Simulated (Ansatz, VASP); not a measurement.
# TiTe: VASP beside Ansatz

Contents of INCAR:

```
SYSTEM = TiTe
PREC     = Accurate       ! precision mode
ENCUT    = 520            ! plane-wave cutoff, eV
EDIFF    = 1E-7           ! SCF threshold, eV
ISMEAR   = -1             ! smearing method
SIGMA    = 0.05           ! smearing width, eV
LREAL    = .FALSE.        ! projectors in reciprocal space
LASPH    = .TRUE.         ! aspherical terms in the spheres
NELM     = 100            ! most SCF steps
ALGO     = Normal         ! electronic algorithm
ISIF     = 2              ! what is computed and relaxed
LWAVE    = .FALSE.        ! write WAVECAR
LCHARG   = .FALSE.        ! write CHGCAR
GGA      = PS             ! functional
NBANDS   = 26             ! bands
```

The input KPOINTS:

```
regular mesh
0
G
  11 11 6
  0 0 0
```

The input POSCAR:

```
TiTe
1.0
    3.6115020722      0.0000000000      0.0000000000
   -1.8057510361      3.1276525403      0.0000000000
    0.0000000000      0.0000000000      7.2195243390
Ti Te
2 2
Direct
    0.0000000000      0.0000000000      0.0000000000
    0.0000000000      0.0000000000      0.5000000000
    0.3333333333      0.6666666667      0.2500000000
    0.6666666667      0.3333333333      0.7500000000
```

Input for Ansatz:

```yaml
crystal:
  lattice:
    - [3.6115020722, 0.0, 0.0]
    - [-1.8057510361, 3.1276525403, 0.0]
    - [0.0, 0.0, 7.219524339]
  atoms:
    - { symbol: Ti, position: [0.0, 0.0, 0.0] }
    - { symbol: Ti, position: [0.0, 0.0, 0.5] }
    - { symbol: Te, position: [0.3333333333, 0.6666666667, 0.25] }
    - { symbol: Te, position: [0.6666666667, 0.3333333333, 0.75] }
kpoints:
  mp_grid: { grid: [11, 11, 6] }
  band_path:
    path:
      - [0.0, 0.0, 0.0]
      - [0.5, 0.0, 0.0]
      - [0.3333333333, 0.3333333333, 0.0]
      - [0.0, 0.0, 0.0]
      - [0.0, 0.0, 0.5]
      - [0.5, 0.0, 0.5]
      - [0.3333333333, 0.3333333333, 0.5]
      - [0.0, 0.0, 0.5]
      - [0.5, 0.0, 0.5]
    npoints: 14
scf:
  occupations: { method: fermi_dirac, width: 0.05 }
hamiltonian:
  xc: pbesol
  pseudopotentials: { kind: all_electron, lapw: { basis_error: 0.0005 } }
output:
  forces: true
  stress: true
  eigenvalues: true
  populations: true
```

Alike in both runs: task single point; functional PBEsol; k mesh 11 × 11 × 6; occupations fermi-dirac, width 0.05 eV; no spin polarisation.

```csv
,VASP,Ansatz
version,VASP 6.6.1,Ansatz 0.2.0
potentials or method,"VASP PAW PBE potentials, release 64 (Ti_sv, Te), cutoff 520 eV","all-electron LAPW, scalar-relativistic"
```

```tsv
	VASP	Ansatz	Ansatz less VASP
pressure (GPa)	0.1	0.0	-0.12
```

VASP's potentials were made for PBE, not for PBEsol. Ansatz ran all-electron here, and VASP with PAW potentials.

Spin-orbit coupling is off throughout.
